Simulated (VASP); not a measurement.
Here is a VASP 6.6.1 calculation.

File INCAR:

```
SYSTEM = MoS2
PREC = Accurate
ENCUT = 520
EDIFF = 1E-6
ISMEAR = -1
SIGMA = 0.05
LREAL = .False.
LASPH = .True.
NELM = 60
ALGO = Normal
ISIF = 2
LWAVE = .False.
LCHARG = .False.
GGA = PS
NBANDS = 35
```

Contents of KPOINTS:

```
regular mesh
0
Gamma
  10 10 3
  0 0 0
```

Contents of POSCAR:

```
MoS2
1.0
    3.1261704254      0.0000000000      0.0000000000
   -1.5630852127      2.7073430050      0.0000000000
    0.0000000000      0.0000000000     12.1574390416
Mo S
2 4
Direct
    0.6666666667      0.3333333333      0.7500000000
    0.3333333333      0.6666666667      0.2500000000
    0.6666666667      0.3333333333      0.3770000000
    0.3333333333      0.6666666667      0.8770000000
    0.6666666667      0.3333333333      0.1230000000
    0.3333333333      0.6666666667      0.6230000000
```

Potentials or basis: VASP PAW PBE potentials, release 64 (Mo_sv, S).

Command:

```console
$ cat potpaw_PBE.64/Mo_sv/POTCAR potpaw_PBE.64/S/POTCAR > POTCAR
$ mpirun -np 1 vasp_std > vasp.out
```

What does it give for the pressure?

3.4 GPa.

Estimate the largest force.

0.369 eV/Å.

Estimate the band gap on the k mesh.

0.86 eV (least direct gap 1.98 eV).

Stress tensor (GPa, compression positive):
```
2.89 0.00 0.00
0.00 2.89 0.00
0.00 0.00 4.55
```

Caveat: the cell stands under pressure; the PAW data sets were made with another functional, which shifts forces and pressure a little; an odd mesh through Γ misses points on the zone boundary, where band edges can lie; this functional lacks dispersion, which binds the layers, so the pressure and a relaxed spacing across them are unreliable.
